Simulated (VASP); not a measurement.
Runs of VASP 6.6.1 on SiC. The structure is that of space group P6_3mc (No. 186), or close to it. The cells are those of the table. 

```tsv
cell	gap on the mesh (eV)	pressure (GPa)
a = 3.060, b = 3.060, c = 5.053 Å, angles 90.0, 90.0, 120.0°, 4 atoms	2.31	2.4
a = 3.091, b = 3.091, c = 5.042 Å, angles 90.0, 90.0, 120.0°, 4 atoms	2.43	-1.6
a = 3.014, b = 3.014, c = 5.070 Å, angles 90.0, 90.0, 120.0°, 4 atoms	2.11	9.1
a = 3.060, b = 3.060, c = 5.063 Å, angles 90.0, 90.0, 120.0°, 4 atoms	2.33	(a)
a = 3.045, b = 3.045, c = 5.058 Å, angles 90.0, 90.0, 120.0°, 4 atoms	(b)	4.6
```

Alike in all rows: task single point; level PBEsol; potentials or basis VASP PAW PBE potentials, release 64 (Si, C); no spin polarisation; k mesh 8 × 8 × 6; cutoff (eV) 520; smearing gaussian 0.01 eV.

**Question.** Estimate the missing entries.

**Answer.** (a) 2.0; (b) 2.25.

Caveats: the PAW data sets were made with another functional, which shifts forces and pressure a little.

A k mesh can miss the band edges.
